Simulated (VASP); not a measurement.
# InSb (Fm-3m) in VASP: single point with PBEsol

Aim: the single point of InSb with PBEsol.

Everything below comes from runs of VASP 6.6.1. Logs are shortened: lines on timing, memory, paths and dates and some standing lists are left out, and cuts for length are marked.

## 1. The cell of the first run

The structure is cubic, space group Fm-3m (No. 225). The conventional cell has a = 5.922 Å, b = 5.922 Å, c = 5.922 Å, α = 90.00°, β = 90.00°, γ = 90.00°. Within 3.9 Å of In (site symmetry m-3m) lie 6 Sb at 2.96 Å. Sb (site symmetry m-3m) has 6 In at 2.96 Å within 3.9 Å.

## 2. Single point, PBEsol (As replaced by Sb, lengths x 1.046, strained)

The input, INCAR:

```
PREC = Accurate
ENCUT = 520
EDIFF = 1E-6
ISMEAR = 0
SIGMA = 0.1
LREAL = F
LASPH = T
NELM = 60
ALGO = Normal
ISIF = 2
LWAVE = F
LCHARG = F
GGA = PS
NBANDS = 16
```

The input, KPOINTS:

```
regular mesh
0
Gamma
  12 12 12
```

The input, POSCAR:

```
InSb
1.0
    0.0000000000      2.9611393783      2.9611393783
    2.9611393783      0.0000000000      2.9611393783
    2.9611393783      2.9611393783      0.0000000000
In Sb
1 1
Direct
    0.5000000000      0.5000000000      0.5000000000
    0.0000000000      0.0000000000      0.0000000000
```

Potentials or basis: VASP PAW PBE potentials, release 64 (In_d, Sb).

Started as:

```
$ cat potpaw_PBE.64/In_d/POTCAR potpaw_PBE.64/Sb/POTCAR > POTCAR
$ mpirun -np 1 vasp_std > vasp.out
```

OUTCAR:

```text
PREC = Accurate
   ENCUT = 520
   EDIFF = 1E-6
   ISMEAR = 0
   LREAL = F
   LASPH = T
   NELM = 60
   ISIF = 2
   GGA = PS

 ion  position               nearest neighbor table
   1  0.500  0.500  0.500-   2 2.96   2 2.96   2 2.96   2 2.96   2 2.96   2 2.96
   2  0.000  0.000  0.000-   1 2.96   1 2.96   1 2.96   1 2.96   1 2.96   1 2.96

  LATTYP: Found a face centered cubic cell.
 ALAT       =     5.9222787566

  Lattice vectors:

 A1 = (   0.0000000000,   2.9611393783,   2.9611393783)
 A2 = (   2.9611393783,   0.0000000000,   2.9611393783)
 A3 = (   2.9611393783,   2.9611393783,   0.0000000000)

Analysis of symmetry for initial positions (statically):
=====================================================================
 Subroutine PRICEL returns:
 Original cell was already a primitive cell.

 Routine SETGRP: Setting up the symmetry group for a
 face centered cubic supercell.

 Subroutine GETGRP returns: Found 48 space group operations
 (whereof 48 operations were pure point group operations)
 out of a pool of 48 trial point group operations.

The static configuration has the point symmetry O_h .

Analysis of symmetry for dynamics (positions and initial velocities):
=====================================================================
 Subroutine PRICEL returns:
 Original cell was already a primitive cell.

 Routine SETGRP: Setting up the symmetry group for a
 face centered cubic supercell.

 Subroutine GETGRP returns: Found 48 space group operations
 (whereof 48 operations were pure point group operations)
 out of a pool of 48 trial point group operations.

The dynamic configuration has the point symmetry O_h .

 Subroutine INISYM returns: Found 48 space group operations
 (whereof 48 operations are pure point group operations),
 and found     1 'primitive' translations

----------------------------------------------------------------------------------------

                                     Primitive cell

  volume of cell :      51.9286

  direct lattice vectors                    reciprocal lattice vectors
     0.000000000  2.961139378  2.961139378    -0.168853923  0.168853923  0.168853923
     2.961139378  0.000000000  2.961139378     0.168853923 -0.168853923  0.168853923
     2.961139378  2.961139378  0.000000000     0.168853923  0.168853923 -0.168853923

  length of vectors
     4.187683469  4.187683469  4.187683469     0.292463573  0.292463573  0.292463573

  position of ions in fractional coordinates (direct lattice)
     0.500000000  0.500000000  0.500000000
     0.000000000  0.000000000  0.000000000

  ion indices of the primitive-cell ions
   primitive index   ion index
                 1           1
                 2           2

----------------------------------------------------------------------------------------

 KPOINTS: regular mesh

Automatic generation of k-mesh.
 Grid dimensions read from file:
 generate k-points for:   12   12   12

 Generating k-lattice:

  Cartesian coordinates                     Fractional coordinates (reciprocal lattice)
    -0.014071160  0.014071160  0.014071160     0.083333333  0.000000000  0.000000000
     0.014071160 -0.014071160  0.014071160     0.000000000  0.083333333  0.000000000
     0.014071160  0.014071160 -0.014071160     0.000000000  0.000000000  0.083333333

  Length of vectors
     0.024371964  0.024371964  0.024371964

  Shift w.r.t. Gamma in fractional coordinates (k-lattice)
     0.000000000  0.000000000  0.000000000

 Subroutine IBZKPT returns following result:
 ===========================================

 Found     72 irreducible k-points:

 Following reciprocal coordinates:
            Coordinates               Weight
  0.000000  0.000000  0.000000      1.000000
  0.083333  0.000000  0.000000      8.000000
  0.166667  0.000000  0.000000      8.000000
  0.250000  0.000000  0.000000      8.000000
  0.333333  0.000000  0.000000      8.000000
  0.416667  0.000000  0.000000      8.000000
[... 16 lines left out ...]
  0.500000  0.166667  0.000000     24.000000
 -0.416667  0.166667  0.000000     24.000000
 [... further k-points ...]
   k-points           NKPTS =     72   k-points in BZ     NKDIM =     72   number of bands    NBANDS=     16
   number of dos      NEDOS =    301   number of ions     NIONS =      2
   total plane-waves  NPLWV =  32768
   dimension x,y,z NGX =    32 NGY =   32 NGZ =   32
   dimension x,y,z NGXF=    64 NGYF=   64 NGZF=   64
   ions per type =               1   1
   NGX,Y,Z   is equivalent  to a cutoff of  12.70, 12.70, 12.70 a.u.
   NGXF,Y,Z  is equivalent  to a cutoff of  25.41, 25.41, 25.41 a.u.
 SYSTEM =  unknown system
   PREC   = accura    normal or accurate (medium, high low for compatibility)
   ISTART =      0    job   : 0-new  1-cont  2-samecut
   ICHARG =      2    charge: 1-file 2-atom 10-const
   ISPIN  =      1    spin polarized calculation?
   LNONCOLLINEAR =      F non collinear calculations
   LSORBIT =      F    spin-orbit coupling
   LASPH  =      T    aspherical Exc in radial PAW
   ENCUT  =  520.0 eV  38.22 Ry    6.18 a.u.   7.79  7.79  7.79*2*pi/ulx,y,z
   NELM   =     60;   NELMIN=  2; NELMDL= -5     # of ELM steps
   EDIFF  = 0.1E-05   stopping-criterion for ELM
   LREAL  =      F    real-space projection
   EDIFFG = 0.1E-04   stopping-criterion for IOM
   NSW    =      0    number of steps for IOM
   IBRION =     -1    ionic relax: 0-MD 1-quasi-New 2-CG
   NFREE  =      0    steps in history (QN), initial steepest desc. (CG)
   ISIF   =      2    stress and relaxation
   ISYM   =      2    0-nonsym 1-usesym 2-fastsym
   POTIM  = 0.5000    time-step for ionic-motion
   TEBEG  =    0.0;   TEEND  =   0.0 temperature during run
   PSTRESS=    0.0 pullay stress
   NELECT =      18.0000    total number of electrons
   NUPDOWN=      -1.0000    fix difference up-down
   EMIN   =  10.00;   EMAX   =-10.00  energy-range for DOS
   EFERMI =   0.00;   METHOD = LEGACY
   ISMEAR =     0;   SIGMA  =   0.10  broadening in eV -4-tet -1-fermi 0-gaus
   EFERMI_NEDOS =   21; number of points for ismear=-14 and -15
   IALGO  =     38    algorithm
   IMIX   =      4    mixing-type and parameters
     AMIX     =   0.40;   BMIX     =  1.00
     AMIX_MAG =   1.60;   BMIX_MAG =  1.00
  volume/ion in A,a.u.               =      25.96       175.22
  Fermi-wavevector in a.u.,A,eV,Ry     =   1.149997  2.173180 17.993620  1.322494
  Thomas-Fermi vector in A             =   2.286664
   LORBIT       =      0    0 simple, 1 ext, 2 COOP (PROOUT), +10 PAW based schemes
   GGA     = PS    functional components
   LHFCALC =     F    Hartree Fock is set to
   AEXX    =    0.0000 exact exchange contribution
   IVDW    =     0    specifies the selected vdW correction
   LEPSILON=     F    determine dielectric tensor
   LRPA    =     F    only Hartree local field effects (RPA)
 non-spin polarized calculation
 Gauss-broadening in eV      SIGMA  =   0.10
  energy-cutoff  :      520.00
  volume of cell :       51.93
 maximum number of plane-waves:      1424
   NGX = 15   NGY = 15   NGZ = 15

 number of electron      18.0000008 magnetization

 Free energy of the ion-electron system (eV)
  ---------------------------------------------------
  ext. energy  EPLUGINS =         0.00000000
  ---------------------------------------------------
  free energy    TOTEN  =        -7.50350050 eV

  energy without entropy =       -7.49544231  energy(sigma->0) =       -7.49947140

 E-fermi :   7.7544     XC(G=0): -10.3588

 val. band max:        7.7529695177   @ k =   0.3333   0.0833   0.0000
 cond. band min:       7.7613865564   @ k =   0.1667   0.0000   0.0000
 fundamental gap:      0.0084170387
 Fermi energy:         7.7543521132

 k-point     1 :       0.0000    0.0000    0.0000
  band No.  band energies     occupation
      1      -6.6926      2.00000
      2      -6.6926      2.00000
      3      -6.6547      2.00000
      4      -6.6547      2.00000
      5      -6.6547      2.00000
      6      -3.9100      2.00000
[... 8 lines left out ...]
     15      14.1760      0.00000
     16      14.1760      0.00000

 k-point     2 :       0.0833    0.0000    0.0000
  band No.  band energies     occupation
      1      -6.6954      2.00000
      2      -6.6954      2.00000
      3      -6.6549      2.00000
      4      -6.6525      2.00000
      5      -6.6525      2.00000
      6      -3.8264      2.00000
[... 8 lines left out ...]
     15      14.2491      0.00000
     16      14.2491      0.00000

 k-point     3 :       0.1667    0.0000    0.0000
  band No.  band energies     occupation
      1      -6.7040      2.00000
      2      -6.7040      2.00000
      3      -6.6557      2.00000
      4      -6.6457      2.00000
      5      -6.6457      2.00000
      6      -3.5776      2.00000
[... 8 lines left out ...]
     15      14.7127      0.00000
     16      14.7127      0.00000

 k-point     4 :       0.2500    0.0000    0.0000
  band No.  band energies     occupation
      1      -6.7166      2.00000
      2      -6.7166      2.00000
      3      -6.6573      2.00000
      4      -6.6353      2.00000
      5      -6.6353      2.00000
      6      -3.1733      2.00000
[... 8 lines left out ...]
     15      15.4601      0.00000
     16      15.4601      0.00000

 k-point     5 :       0.3333    0.0000    0.0000
  band No.  band energies     occupation
      1      -6.7296      2.00000
      2      -6.7296      2.00000
      3      -6.6595      2.00000
      4      -6.6245      2.00000
      5      -6.6245      2.00000
      6      -2.6418      2.00000
[... 8 lines left out ...]
     15      16.4472      0.00000
     16      16.4472      0.00000

 k-point     6 :       0.4167    0.0000    0.0000
  band No.  band energies     occupation
      1      -6.7392      2.00000
      2      -6.7392      2.00000
      3      -6.6613      2.00000
      4      -6.6164      2.00000
      5      -6.6164      2.00000
      6      -2.0748      2.00000
[... 8 lines left out ...]
     15      17.6191      0.00000
     16      17.6191      0.00000

 k-point     7 :       0.5000    0.0000    0.0000
  band No.  band energies     occupation
      1      -6.7428      2.00000
      2      -6.7428      2.00000
      3      -6.6621      2.00000
      4      -6.6135      2.00000
      5      -6.6135      2.00000
      6      -1.7746      2.00000
[... 8 lines left out ...]
     15      18.5865      0.00000
     16      18.5865      0.00000

 k-point     8 :       0.0833    0.0833    0.0000
  band No.  band energies     occupation
      1      -6.7021      2.00000
      2      -6.6908      2.00000
      3      -6.6567      2.00000
      4      -6.6510      2.00000
      5      -6.6510      2.00000
      6      -3.7977      2.00000
[... 8 lines left out ...]
     15      14.7919      0.00000
     16      14.7919      0.00000

 k-point     9 :       0.1667    0.0833    0.0000
  band No.  band energies     occupation
      1      -6.7140      2.00000
      2      -6.6928      2.00000
      3      -6.6580      2.00000
      4      -6.6462      2.00000
      5      -6.6448      2.00000
      6      -3.6018      2.00000
[... 8 lines left out ...]
     15      15.0622      0.00000
     16      15.2258      0.00000
[... 172 lines left out ...]
 k-point    19 :       0.1667    0.1667    0.0000
  band No.  band energies     occupation
      1      -6.7322      2.00000
      2      -6.6858      2.00000
      3      -6.6623      2.00000
      4      -6.6404      2.00000
      5      -6.6404      2.00000
      6      -3.4561      2.00000
[... 8 lines left out ...]
     15      15.9869      0.00000
     16      15.9869      0.00000

 k-point    20 :       0.2500    0.1667    0.0000
  band No.  band energies     occupation
      1      -6.7527      2.00000
      2      -6.6875      2.00000
      3      -6.6643      2.00000
      4      -6.6337      2.00000
      5      -6.6313      2.00000
      6      -3.1472      2.00000
[... 8 lines left out ...]
     15      16.5031      0.00000
     16      16.6198      0.00000

 k-point    21 :       0.3333    0.1667    0.0000
  band No.  band energies     occupation
      1      -6.7699      2.00000
      2      -6.6969      2.00000
      3      -6.6633      2.00000
      4      -6.6283      2.00000
      5      -6.6203      2.00000
      6      -2.6926      2.00000
[... 8 lines left out ...]
     15      17.2792      0.00000
     16      17.4771      0.00000

 k-point    22 :       0.4167    0.1667    0.0000
  band No.  band energies     occupation
      1      -6.7797      2.00000
      2      -6.7099      2.00000
      3      -6.6599      2.00000
      4      -6.6247      2.00000
      5      -6.6119      2.00000
      6      -2.1378      2.00000
[... 8 lines left out ...]
     15      18.4423      0.00000
     16      18.5295      0.00000

 k-point    23 :       0.5000    0.1667    0.0000
  band No.  band energies     occupation
      1      -6.7801      2.00000
      2      -6.7227      2.00000
      3      -6.6558      2.00000
      4      -6.6231      2.00000
      5      -6.6088      2.00000
      6      -1.6262      2.00000
[... 8 lines left out ...]
     15      18.6411      0.00000
     16      18.6930      0.00000

 k-point    24 :      -0.4167    0.1667    0.0000
  band No.  band energies     occupation
      1      -6.7711      2.00000
      2      -6.7319      2.00000
      3      -6.6524      2.00000
      4      -6.6231      2.00000
      5      -6.6117      2.00000
      6      -1.5307      2.00000
[... 8 lines left out ...]
     15      17.3300      0.00000
     16      17.3791      0.00000

 [... further k-points ...]

------------------------ aborting loop because EDIFF is reached ----------------------------------------

  FORCE on cell =-STRESS in cart. coord.  units (eV):
  Direction    XX          YY          ZZ          XY          YZ          ZX
  --------------------------------------------------------------------------------------
  -------------------------------------------------------------------------------------
  Total        1.2326022      1.2326022      1.2326022     -0.0000000     -0.0000000      0.0000000
  in kB       38.0300560     38.0300560     38.0300560     -0.0000000     -0.0000000      0.0000000
  external PRESSURE =      38.0300560 kB  Pullay stress =       0.0000000 kB

 VOLUME and BASIS-vectors are now :
 -----------------------------------------------------------------------------
  energy-cutoff  :      520.00
  volume of cell :       51.93
      direct lattice vectors                 reciprocal lattice vectors
     0.000000000  2.961139378  2.961139378    -0.168853923  0.168853923  0.168853923
     2.961139378  0.000000000  2.961139378     0.168853923 -0.168853923  0.168853923
     2.961139378  2.961139378  0.000000000     0.168853923  0.168853923 -0.168853923

 POSITION                                       TOTAL-FORCE (eV/Angst)
 -----------------------------------------------------------------------------------
      2.96114      2.96114      2.96114        -0.000000     -0.000000      0.000000
      0.00000      0.00000      0.00000         0.000000      0.000000      0.000000
 -----------------------------------------------------------------------------------
    total drift:                               -0.000000     -0.000000      0.000000

  FREE ENERGIE OF THE ION-ELECTRON SYSTEM (eV)
  ---------------------------------------------------
  free  energy   TOTEN  =        -7.5035004964 eV

  energy  without entropy=       -7.4954423069  energy(sigma->0) =       -7.49947140
```

It took 24 s on 1 thread of AMD EPYC 9R45 (Zen 5), shared host; peak memory 0.18 GiB.

Results:

```yaml
Free_energy: -7.5035 eV
Pressure: 3.8 GPa
Band_gap_on_the_k_mesh: zero (band 9 reaches 8.48 eV, above the bottom of band 10 at 5.34 eV)
```

Levels at points of the mesh, in eV from the Fermi level:
```tsv
k point	band 7	band 8	band 9	band 10	band 11	band 12
(0.00, 0.00, 0.00)	-0.04	-0.04	-0.04	0.33	6.26	6.26
(0.50, 0.00, 0.00)	-6.94	0.43	0.43	2.30	2.47	2.47
(0.50, 0.50, 0.00)	-5.02	-3.27	-2.42	-2.42	3.04	9.01
```

Caveat: the cell differs from its parent crystal (As replaced by Sb, lengths x 1.046, strained); the PAW data sets were made with another functional, which shifts forces and pressure a little; spin-orbit coupling is left out, which moves the levels of the heavy elements.
